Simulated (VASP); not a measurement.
SrO:

```
CELL_PARAMETERS angstrom
4.27003 0.00000 0.00000
-2.13501 3.69795 0.00000
0.00000 0.00000 5.14446
ATOMIC_POSITIONS crystal
Sr 0.33333 0.66667 0.25000
Sr 0.66667 0.33333 0.75000
O 0.66667 0.33333 0.25000
O 0.33333 0.66667 0.75000
```

Base run:

```yaml
Program: VASP 6.6.1
Functional: PBE
Potentials_or_basis: VASP PAW PBE potentials, release 64 (Sr_sv, O)
Cutoff: 520 eV
k_mesh: 6 × 6 × 4
Occupations: gaussian, width 0.01 eV
Spin: no spin polarisation
```

Its results: band gap on the k mesh 2.64 eV, direct; pressure 1.7 GPa.

Task: The run is repeated on the same cell with these changes: functional from PBE to r2SCAN. What comes out?

Result: Band gap on the k mesh 3.02 eV, direct; pressure 0.5 GPa.

r2SCAN gives the wider gap, since meta-GGAs in the generalised Kohn-Sham scheme recover part of the derivative discontinuity.

Caveats: the PAW data sets were made with another functional, which shifts forces and pressure a little (some runs).

